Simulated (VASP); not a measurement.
# ClO (Pm-3m) in VASP: a series of runs

Aim: see how the results for ClO move with the level of theory and the settings. Levels: PBEsol+D3(BJ), PBEsol, BLYP+D3(BJ). Tasks: single point.

Everything below comes from runs of VASP 6.6.1. Logs are shortened: lines on timing, memory, paths and dates and some standing lists are left out, and cuts for length are marked.

### Step 1. The cell of the first run

The structure is cubic, space group Pm-3m (No. 221). Conventional cell: a = 2.849 Å, b = 2.849 Å, c = 2.849 Å, α = 90.00°, β = 90.00°, γ = 90.00°. Cl (site symmetry m-3m) has 8 O at 2.47 Å and 6 Cl at 2.85 Å within 3.3 Å. O (site symmetry m-3m) has 8 Cl at 2.47 Å and 6 O at 2.85 Å within 3.3 Å.

### Step 2. Single point, PBEsol+D3(BJ)

Contents of INCAR:

```
PREC = Accurate ; ENCUT = 520
EDIFF = 1E-6 ; ISMEAR = 0
SIGMA = 0.1 ; LREAL = F
LASPH = T ; NELM = 80
ALGO = Normal ; ISIF = 2
LWAVE = F ; LCHARG = F
GGA = PS ; IVDW = 12
NBANDS = 14
```

Contents of KPOINTS:

```
regular mesh
0
Gamma
  9 9 9
```

Contents of POSCAR:

```
ClO
1.0
    2.8487129531      0.0000000000      0.0000000000
    0.0000000000      2.8487129531      0.0000000000
    0.0000000000      0.0000000000      2.8487129531
Cl O
1 1
Direct
    0.0000000000      0.0000000000      0.0000000000
    0.5000000000      0.5000000000      0.5000000000
```

Potentials or basis: VASP PAW PBE potentials, release 64 (Cl, O).

The run is started by

```bash
$ cat potpaw_PBE.64/Cl/POTCAR potpaw_PBE.64/O/POTCAR > POTCAR
$ mpirun -np 1 vasp_std > vasp.out
```

OUTCAR:

```text
PREC = Accurate
   ENCUT = 520
   EDIFF = 1E-6
   ISMEAR = 0
   LREAL = F
   LASPH = T
   NELM = 80
   ISIF = 2
   GGA = PS
   IVDW = 12
 IVDW          = 12

 ion  position               nearest neighbor table
   1  0.000  0.000  0.000-
   2  0.500  0.500  0.500-

  LATTYP: Found a simple cubic cell.
 ALAT       =     2.8487129531

  Lattice vectors:

 A1 = (   2.8487129531,   0.0000000000,   0.0000000000)
 A2 = (   0.0000000000,   2.8487129531,   0.0000000000)
 A3 = (   0.0000000000,   0.0000000000,   2.8487129531)

Analysis of symmetry for initial positions (statically):
=====================================================================
 Subroutine PRICEL returns:
 Original cell was already a primitive cell.

 Routine SETGRP: Setting up the symmetry group for a
 simple cubic supercell.

 Subroutine GETGRP returns: Found 48 space group operations
 (whereof 48 operations were pure point group operations)
 out of a pool of 48 trial point group operations.

The static configuration has the point symmetry O_h .

Analysis of symmetry for dynamics (positions and initial velocities):
=====================================================================
 Subroutine PRICEL returns:
 Original cell was already a primitive cell.

 Routine SETGRP: Setting up the symmetry group for a
 simple cubic supercell.

 Subroutine GETGRP returns: Found 48 space group operations
 (whereof 48 operations were pure point group operations)
 out of a pool of 48 trial point group operations.

The dynamic configuration has the point symmetry O_h .

 Subroutine INISYM returns: Found 48 space group operations
 (whereof 48 operations are pure point group operations),
 and found     1 'primitive' translations

----------------------------------------------------------------------------------------

                                     Primitive cell

  volume of cell :      23.1178

  direct lattice vectors                    reciprocal lattice vectors
     2.848712953  0.000000000  0.000000000     0.351035719  0.000000000  0.000000000
     0.000000000  2.848712953  0.000000000     0.000000000  0.351035719  0.000000000
     0.000000000  0.000000000  2.848712953     0.000000000  0.000000000  0.351035719

  length of vectors
     2.848712953  2.848712953  2.848712953     0.351035719  0.351035719  0.351035719

  position of ions in fractional coordinates (direct lattice)
     0.000000000  0.000000000  0.000000000
     0.500000000  0.500000000  0.500000000

  ion indices of the primitive-cell ions
   primitive index   ion index
                 1           1
                 2           2

----------------------------------------------------------------------------------------

 KPOINTS: regular mesh

Automatic generation of k-mesh.
 Grid dimensions read from file:
 generate k-points for:    9    9    9

 Generating k-lattice:

  Cartesian coordinates                     Fractional coordinates (reciprocal lattice)
     0.039003969  0.000000000  0.000000000     0.111111111  0.000000000  0.000000000
     0.000000000  0.039003969  0.000000000     0.000000000  0.111111111  0.000000000
     0.000000000  0.000000000  0.039003969     0.000000000  0.000000000  0.111111111

  Length of vectors
     0.039003969  0.039003969  0.039003969

  Shift w.r.t. Gamma in fractional coordinates (k-lattice)
     0.000000000  0.000000000  0.000000000

 Subroutine IBZKPT returns following result:
 ===========================================

 Found     35 irreducible k-points:

 Following reciprocal coordinates:
            Coordinates               Weight
  0.000000  0.000000  0.000000      1.000000
  0.111111  0.000000  0.000000      6.000000
  0.222222  0.000000  0.000000      6.000000
  0.333333  0.000000  0.000000      6.000000
  0.444444  0.000000  0.000000      6.000000
  0.111111  0.111111  0.000000     12.000000
[... 16 lines left out ...]
  0.333333  0.333333  0.111111     24.000000
  0.444444  0.333333  0.111111     48.000000
 [... further k-points ...]
   k-points           NKPTS =     35   k-points in BZ     NKDIM =     35   number of bands    NBANDS=     14
   number of dos      NEDOS =    301   number of ions     NIONS =      2
   total plane-waves  NPLWV =  13824
   dimension x,y,z NGX =    24 NGY =   24 NGZ =   24
   dimension x,y,z NGXF=    48 NGYF=   48 NGZF=   48
   ions per type =               1   1
   NGX,Y,Z   is equivalent  to a cutoff of  14.01, 14.01, 14.01 a.u.
   NGXF,Y,Z  is equivalent  to a cutoff of  28.01, 28.01, 28.01 a.u.
 SYSTEM =  unknown system
   PREC   = accura    normal or accurate (medium, high low for compatibility)
   ISTART =      0    job   : 0-new  1-cont  2-samecut
   ICHARG =      2    charge: 1-file 2-atom 10-const
   ISPIN  =      1    spin polarized calculation?
   LNONCOLLINEAR =      F non collinear calculations
   LSORBIT =      F    spin-orbit coupling
   LASPH  =      T    aspherical Exc in radial PAW
   ENCUT  =  520.0 eV  38.22 Ry    6.18 a.u.   5.30  5.30  5.30*2*pi/ulx,y,z
   NELM   =     80;   NELMIN=  2; NELMDL= -5     # of ELM steps
   EDIFF  = 0.1E-05   stopping-criterion for ELM
   LREAL  =      F    real-space projection
   EDIFFG = 0.1E-04   stopping-criterion for IOM
   NSW    =      0    number of steps for IOM
   IBRION =     -1    ionic relax: 0-MD 1-quasi-New 2-CG
   NFREE  =      0    steps in history (QN), initial steepest desc. (CG)
   ISIF   =      2    stress and relaxation
   ISYM   =      2    0-nonsym 1-usesym 2-fastsym
   POTIM  = 0.5000    time-step for ionic-motion
   TEBEG  =    0.0;   TEEND  =   0.0 temperature during run
   PSTRESS=    0.0 pullay stress
   NELECT =      13.0000    total number of electrons
   NUPDOWN=      -1.0000    fix difference up-down
   EMIN   =  10.00;   EMAX   =-10.00  energy-range for DOS
   EFERMI =   0.00;   METHOD = LEGACY
   ISMEAR =     0;   SIGMA  =   0.10  broadening in eV -4-tet -1-fermi 0-gaus
   EFERMI_NEDOS =   21; number of points for ismear=-14 and -15
   IALGO  =     38    algorithm
   IMIX   =      4    mixing-type and parameters
     AMIX     =   0.40;   BMIX     =  1.00
     AMIX_MAG =   1.60;   BMIX_MAG =  1.00
  volume/ion in A,a.u.               =      11.56        78.00
  Fermi-wavevector in a.u.,A,eV,Ry     =   1.351265  2.553521 24.843118  1.825918
  Thomas-Fermi vector in A             =   2.478701
   LORBIT       =      0    0 simple, 1 ext, 2 COOP (PROOUT), +10 PAW based schemes
   GGA     = PS    functional components
   LHFCALC =     F    Hartree Fock is set to
   AEXX    =    0.0000 exact exchange contribution
   IVDW    =    12    specifies the selected vdW correction
   LEPSILON=     F    determine dielectric tensor
   LRPA    =     F    only Hartree local field effects (RPA)
 non-spin polarized calculation
 Gauss-broadening in eV      SIGMA  =   0.10
  energy-cutoff  :      520.00
  volume of cell :       23.12
 maximum number of plane-waves:       635
 NGX is ok and might be reduce to    24
   NGX = 11   NGY = 11   NGZ = 11

 number of electron      13.0000007 magnetization

 Free energy of the ion-electron system (eV)
  ---------------------------------------------------
  ext. energy  EPLUGINS =         0.00000000
  ---------------------------------------------------
  free energy    TOTEN  =        -3.99307113 eV

  energy without entropy =       -3.97648487  energy(sigma->0) =       -3.98477800

 E-fermi :   4.8833     XC(G=0): -11.7953

 val. band max:        4.8713312026   @ k =   0.4444   0.2222   0.1111
 cond. band min:       4.9040662220   @ k =   0.4444   0.1111   0.0000
 fundamental gap:      0.0327350194
 Fermi energy:         4.8832530014

 k-point     1 :       0.0000    0.0000    0.0000
  band No.  band energies     occupation
      1     -14.7147      2.00000
      2      -8.6844      2.00000
      3       1.4889      2.00000
      4       1.4889      2.00000
      5       1.4889      2.00000
      6       6.4603      0.00000
      7       6.4603      0.00000
      8       6.4603      0.00000
      9      13.2817      0.00000
     10      13.2817      0.00000
     11      19.5066      0.00000
     12      23.9978      0.00000
     13      23.9978      0.00000
     14      23.9978      0.00000

 k-point     2 :       0.1111    0.0000    0.0000
  band No.  band energies     occupation
      1     -14.5643      2.00000
      2      -8.8443      2.00000
      3       1.2653      2.00000
      4       1.6202      2.00000
      5       1.6202      2.00000
      6       5.9940      0.00000
      7       6.3088      0.00000
      8       6.3088      0.00000
      9      13.4586      0.00000
     10      14.1385      0.00000
     11      19.9686      0.00000
     12      23.5400      0.00000
     13      23.5400      0.00000
     14      24.1160      0.00000

 k-point     3 :       0.2222    0.0000    0.0000
  band No.  band energies     occupation
      1     -14.1259      2.00000
      2      -9.3323      2.00000
      3       0.8636      2.00000
      4       2.0026      2.00000
      5       2.0026      2.00000
      6       4.9603      0.27616
      7       5.8692      0.00000
      8       5.8692      0.00000
      9      13.9642      0.00000
     10      16.0967      0.00000
     11      21.2566      0.00000
     12      22.6510      0.00000
     13      22.6510      0.00000
     14      24.4375      0.00000
[... 324 lines left out ...]
 k-point    23 :       0.3333    0.3333    0.1111
  band No.  band energies     occupation
      1     -12.4189      2.00000
      2      -9.9837      2.00000
      3      -1.3265      2.00000
      4       0.1400      2.00000
      5       2.5125      2.00000
      6       4.4196      2.00000
      7       5.1093      0.00139
      8       5.6343      0.00000
      9      17.1184      0.00000
     10      17.7162      0.00000
     11      19.8288      0.00000
     12      20.4847      0.00000
     13      22.2931      0.00000
     14      25.9166      0.00000

 k-point    24 :       0.4444    0.3333    0.1111
  band No.  band energies     occupation
      1     -12.0368      2.00000
      2     -10.0648      2.00000
      3      -1.5048      2.00000
      4      -0.8252      2.00000
      5       3.1416      2.00000
      6       3.9990      2.00000
      7       5.2835      0.00000
      8       5.6554      0.00000
      9      16.4071      0.00000
     10      17.8938      0.00000
     11      19.4946      0.00000
     12      20.0456      0.00000
     13      23.7835      0.00000
     14      26.9275      0.00000

 [... further k-points ...]

------------------------ aborting loop because EDIFF is reached ----------------------------------------

 Edisp (eV)   -0.28870

 E8    (eV) :    -0.1478

  FORCE on cell =-STRESS in cart. coord.  units (eV):
  Direction    XX          YY          ZZ          XY          YZ          ZX
  --------------------------------------------------------------------------------------
  -------------------------------------------------------------------------------------
  Total      -0.02535    -0.02535    -0.02535     0.00000     0.00000     0.00000
  in kB      -1.75699    -1.75699    -1.75699     0.00000     0.00000     0.00000
  external pressure =       -1.76 kB  Pullay stress =        0.00 kB

 VOLUME and BASIS-vectors are now :
 -----------------------------------------------------------------------------
  energy-cutoff  :      520.00
  volume of cell :       23.12
      direct lattice vectors                 reciprocal lattice vectors
     2.848712953  0.000000000  0.000000000     0.351035719  0.000000000  0.000000000
     0.000000000  2.848712953  0.000000000     0.000000000  0.351035719  0.000000000
     0.000000000  0.000000000  2.848712953     0.000000000  0.000000000  0.351035719

 POSITION                                       TOTAL-FORCE (eV/Angst)
 -----------------------------------------------------------------------------------
      0.00000      0.00000      0.00000         0.000000      0.000000      0.000000
      1.42436      1.42436      1.42436         0.000000      0.000000      0.000000
 -----------------------------------------------------------------------------------
    total drift:                                0.000000      0.000000     -0.000000

  FREE ENERGIE OF THE ION-ELECTRON SYSTEM (eV)
  ---------------------------------------------------
  free  energy   TOTEN  =        -4.2817670288 eV

  energy  without entropy=       -4.2651807657  energy(sigma->0) =       -4.27347390
```

Wall time 7.8 s (1 thread of Intel Xeon Platinum 8259CL at 2.50GHz (Skylake/Cascade Lake), shared host); peak memory 0.14 GiB.

What came out:

```yaml
Free_energy: -4.2818 eV
Pressure: -0.2 GPa
Dispersion_energy_per_atom: -0.144 eV
```

Levels at points of the mesh, in eV from the Fermi level:
```
           k point  band 2  band 3  band 4  band 5  band 6  band 7  band 8  band 9  band 10  band 11
(0.00, 0.00, 0.00)  -13.57   -3.39   -3.39   -3.39    1.58    1.58    1.58    8.40     8.40    14.62
```

Caveat: the PAW data sets were made with another functional, which shifts forces and pressure a little; an odd number of electrons without spin polarisation forces a metal; a magnetic or distorted state may lie lower; pairwise dispersion overbinds metals, which lowers pressure and volume.

### Step 3. Single point, PBEsol

This run uses another cell than the first one, of 11.79 Å³/atom, 1.020 times its volume.

Contents of INCAR:

```
PREC = Accurate ; ENCUT = 520
EDIFF = 1E-6 ; ISMEAR = 0
SIGMA = 0.1 ; LREAL = False
LASPH = True ; NELM = 100
ALGO = Normal ; ISIF = 2
LWAVE = False ; LCHARG = False
GGA = PS ; NBANDS = 14
```

Contents of KPOINTS:

```
Automatic mesh
0
Gamma
  9 9 9
```

Contents of POSCAR:

```
ClO
1.0
    2.8673406263      0.0000000000      0.0000000000
    0.0000000000      2.8673406263      0.0000000000
    0.0000000000      0.0000000000      2.8673406263
Cl O
1 1
Direct
    0.0000000000      0.0000000000      0.0000000000
    0.5000000000      0.5000000000      0.5000000000
```

Potentials or basis: VASP PAW PBE potentials, release 64 (Cl, O).

The run is started by

```bash
$ cat potpaw_PBE.64/Cl/POTCAR potpaw_PBE.64/O/POTCAR > POTCAR
$ mpirun -np 1 vasp_std > vasp.out
```

Run time: 7.7 s. Hardware: 1 thread of Intel Xeon Platinum 8259CL at 2.50GHz (Skylake/Cascade Lake), shared host; peak memory 0.13 GiB.

Results (log left out):

| Property | Result |
| --- | --- |
| Free energy | -3.9961 eV |
| Pressure | -0.2 GPa |

Levels at points of the mesh, in eV from the Fermi level:
```
           k point  band 4  band 5  band 6  band 7  band 8  band 9
(0.00, 0.00, 0.00)   -3.30   -3.30    1.53    1.53    1.53    8.50
```

Caveat: the PAW data sets were made with another functional, which shifts forces and pressure a little; an odd number of electrons without spin polarisation forces a metal; a magnetic or distorted state may lie lower.

### Step 4. Single point, BLYP+D3(BJ)

This run uses another cell than the first one, of 13.38 Å³/atom, 1.158 times its volume.

Contents of INCAR:

```
AGGAC = 1.0
AGGAX = 1.0
ALDAC = 0.0
ALDAX = 1.0
ALGO = Normal
EDIFF = 1E-7
ENCUT = 520
GGA = B5
ISIF = 2
ISMEAR = 0
IVDW = 12
LASPH = True
LCHARG = False
LREAL = False
LWAVE = False
NBANDS = 14
NELM = 60
PREC = Accurate
SIGMA = 0.1
VDW_A1 = 0.4298
VDW_A2 = 4.2359
VDW_S6 = 1.0
VDW_S8 = 2.6996
```

Contents of KPOINTS:

```
k-points
0
Gamma
  9 9 9
```

Contents of POSCAR:

```
ClO
1.0
    2.9913897844      0.0000000000      0.0000000000
    0.0000000000      2.9913897844      0.0000000000
    0.0000000000      0.0000000000      2.9913897844
Cl O
1 1
Direct
    0.0000000000      0.0000000000      0.0000000000
    0.5000000000      0.5000000000      0.5000000000
```

The run is started by

```bash
$ cat potpaw_PBE.64/Cl/POTCAR potpaw_PBE.64/O/POTCAR > POTCAR
$ mpirun -np 1 vasp_std > vasp.out
```

It took 14 s on 1 thread of Intel Xeon Platinum 8259CL at 2.50GHz (Skylake/Cascade Lake), shared host; peak memory 0.14 GiB.

Results (log left out):

- Free energy: -3.4499 eV
- Pressure: -0.3 GPa
- Dispersion energy per atom: -0.357 eV

Levels at points of the mesh, in eV from the Fermi level:
```csv
k point,band 2,band 3,band 4,band 5,band 6,band 7,band 8,band 9,band 10,band 11
"(0.00, 0.00, 0.00)",-13.66,-2.71,-2.71,-2.71,1.18,1.18,1.18,9.54,9.54,13.32
```

Caveat: the PAW data sets were made with another functional, which shifts forces and pressure a little; an odd number of electrons without spin polarisation forces a metal; a magnetic or distorted state may lie lower; pairwise dispersion overbinds metals, which lowers pressure and volume.

### Step 5. Overview

| level | cell | gap on the mesh (eV) | pressure (GPa) |
| --- | --- | --- | --- |
| PBEsol+D3(BJ) | a = 2.849 Å, 2 atoms | none | -0.2 |
| PBEsol | a = 2.867 Å, 2 atoms | none | -0.2 |
| BLYP+D3(BJ) | a = 2.991 Å, 2 atoms | none | -0.3 |

Alike in all rows: task single point; potentials or basis VASP PAW PBE potentials, release 64 (Cl, O); no spin polarisation; k mesh 9 × 9 × 9; cutoff (eV) 520; smearing gaussian 0.1 eV.

Caveats: the PAW data sets were made with another functional, which shifts forces and pressure a little; an odd number of electrons without spin polarisation forces a metal; a magnetic or distorted state may lie lower; pairwise dispersion overbinds metals, which lowers pressure and volume (some runs).

Absolute energies hang on the potentials; compare differences alone.
